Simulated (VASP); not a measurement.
Wanted: the native input for a VASP 6.6.1 run.

```
Task                   : relaxation of cell and atoms
Functional             : LDA
Potentials or basis    : VASP PAW LDA potentials, release 64 (Si, O)
Cutoff                 : 600 eV
k mesh                 : 4 × 4 × 4
Occupations            : fermi-dirac, width 0.02 eV
Spin                   : no spin polarisation
Dipole correction      : no
Further INCAR settings : ALGO = Normal; EDIFF = 1e-07; IBRION = 2; EDIFFG = -0.005; NSW = 80; ISIF = 3
```

The structure of SiO2 (Cristobalite) lies in POSCAR:

```
SiO2
1.0
    5.0836992466      0.0000000000      0.0000000000
    0.0000000000      5.0836992466      0.0000000000
    0.0000000000      0.0000000000      7.1008772140
Si O
4 8
Direct
    0.2938575728      0.2938575728      0.0000000000
    0.2061424272      0.7938575728      0.2500000000
    0.7061424272      0.7061424272      0.5000000000
    0.7938575728      0.2061424272      0.7500000000
    0.2411801029      0.0934526340      0.1742257547
    0.4065473660      0.7411801029      0.4242257547
    0.7588198971      0.9065473660      0.6742257547
    0.5934526340      0.2588198971      0.9242257547
    0.7411801029      0.4065473660      0.5757742453
    0.9065473660      0.7588198971      0.3257742453
    0.2588198971      0.5934526340      0.0757742453
    0.0934526340      0.2411801029      0.8257742453
```

These files were run (other wordings do the same):

INCAR

```
SYSTEM = SiO2
  PREC = Accurate
  ENCUT = 600
  EDIFF = 1E-7
  ISMEAR = -1
  SIGMA = 0.02
  LREAL = .False.
  LASPH = .True.
  NELM = 100
  ALGO = Normal
  ISIF = 3
  LWAVE = .False.
  LCHARG = .False.
  GGA = CA
  IBRION = 2
  NSW = 80
  EDIFFG = -0.005
```

KPOINTS

```
Automatic mesh
0
Gamma
  4 4 4
  0 0 0
```

Potentials or basis: VASP PAW LDA potentials, release 64 (Si, O).

Command:

```bash
$ cat potpaw_LDA.64/Si/POTCAR potpaw_LDA.64/O/POTCAR > POTCAR
$ mpirun -np 1 vasp_std > vasp.out
```

It gave:

The relaxed volume is 13.85 Å³/atom, the relaxed cell is a = 4.931 Å, b = 4.931 Å, c = 6.836 Å, α = 90.00°, β = 90.00°, γ = 90.00° and the space group after relaxing (to 0.05 Å) is P4_12_12 (No. 92). The energy gained by relaxing is 11.6 meV/atom. The ionic steps are 42, the pressure after relaxing is 0.0 GPa and the largest force after relaxing is 0.005 eV/Å. The band gap on the k mesh is 5.57 eV, direct.

It took 39 min on 1 thread of Intel(R) Xeon(R) Platinum 8488C (Sapphire Rapids) (shared host), peak memory 0.31 GiB.
